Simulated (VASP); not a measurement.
A run of VASP 6.6.1 is set up as follows.

File POSCAR:

```
BaTiO3
1.0
    3.9855000000      0.0000000000      0.0000000000
    0.0000000000      2.8369000000      2.8451500000
    0.0000000000     -2.8369000000      2.8451500000
Ba Ti O
1 1 3
Direct
    0.0000000000      0.0000000000      0.0000000000
    0.5000000000      0.5124000000      0.5124000000
    0.5000000000      0.9918400000      0.5052400000
    0.5000000000      0.5052400000      0.9918400000
    0.0000000000      0.4874000000      0.4874000000
```

INCAR.step1

```
SYSTEM = BaTiO3
GGA = PE
ISMEAR = 0
SIGMA = 0.03
LWAVE = .FALSE.
LCHARG = .TRUE.
NBANDS = 35
PREC = Accurate
LASPH = .TRUE.
LREAL = .FALSE.
ALGO = Normal
EDIFF = 1E-6
NELM = 120
GGA_COMPAT = .FALSE.
ENCUT = 460
EFERMI = MIDGAP
LMAXMIX = 4
```

The input KPOINTS.step1:

```
Automatic mesh
0
Gamma
  5 5 5
  0 0 0
```

Contents of INCAR.step2:

```
SYSTEM = BaTiO3
GGA = PE
ISMEAR = 0
SIGMA = 0.03
LWAVE = .FALSE.
LCHARG = .FALSE.
NBANDS = 35
PREC = Accurate
LASPH = .TRUE.
LREAL = .FALSE.
ALGO = Normal
EDIFF = 1E-6
NELM = 120
GGA_COMPAT = .FALSE.
ENCUT = 460
EFERMI = MIDGAP
LMAXMIX = 4
ICHARG = 11
```

File KPOINTS.step2:

```
path GXSRAZGYX1A1TY,ZT
12
line-mode
reciprocal
 0.0000000000  0.0000000000  0.0000000000  G
 0.0000000000  0.4985522663 -0.4985522663  X

 0.0000000000  0.4985522663 -0.4985522663  X
 0.0000000000  0.0000000000 -0.5000000000  S

 0.0000000000  0.0000000000 -0.5000000000  S
-0.5000000000  0.0000000000 -0.5000000000  R

-0.5000000000  0.0000000000 -0.5000000000  R
-0.5000000000  0.4985522663 -0.4985522663  A

-0.5000000000  0.4985522663 -0.4985522663  A
-0.5000000000  0.0000000000  0.0000000000  Z

-0.5000000000  0.0000000000  0.0000000000  Z
 0.0000000000  0.0000000000  0.0000000000  G

 0.0000000000  0.0000000000  0.0000000000  G
 0.0000000000 -0.5000000000 -0.5000000000  Y

 0.0000000000 -0.5000000000 -0.5000000000  Y
 0.0000000000 -0.4985522663 -0.5014477337  X1

 0.0000000000 -0.4985522663 -0.5014477337  X1
-0.5000000000 -0.4985522663 -0.5014477337  A1

-0.5000000000 -0.4985522663 -0.5014477337  A1
-0.5000000000 -0.5000000000 -0.5000000000  T

-0.5000000000 -0.5000000000 -0.5000000000  T
 0.0000000000 -0.5000000000 -0.5000000000  Y

-0.5000000000  0.0000000000  0.0000000000  Z
-0.5000000000 -0.5000000000 -0.5000000000  T
```

Potentials or basis: VASP PAW PBE potentials, release 64 (Ba_sv, Ti_sv, O).

Launch:

```bash
$ cat potpaw_PBE.64/Ba_sv/POTCAR potpaw_PBE.64/Ti_sv/POTCAR potpaw_PBE.64/O/POTCAR > POTCAR
$ cp INCAR.step1 INCAR
$ cp KPOINTS.step1 KPOINTS
$ mpirun -np 1 vasp_std > vasp.out
$ cp INCAR.step2 INCAR
$ cp KPOINTS.step2 KPOINTS
$ mpirun -np 1 vasp_std > vasp.out
```

(1) Estimate the band gap on the k mesh.

(2) Predict the band gap along the path.

Results:

(1) 1.98 eV (least direct gap 2.06 eV).

(2) 1.85 eV (least direct gap 2.06 eV).

Caveat: the log is that of the step along the path at fixed density, whose energy, stress, charges and moments have no meaning; spin-orbit coupling is left out, which moves the levels of the heavy elements; the mesh misses the band edges, which the band path finds closer together.
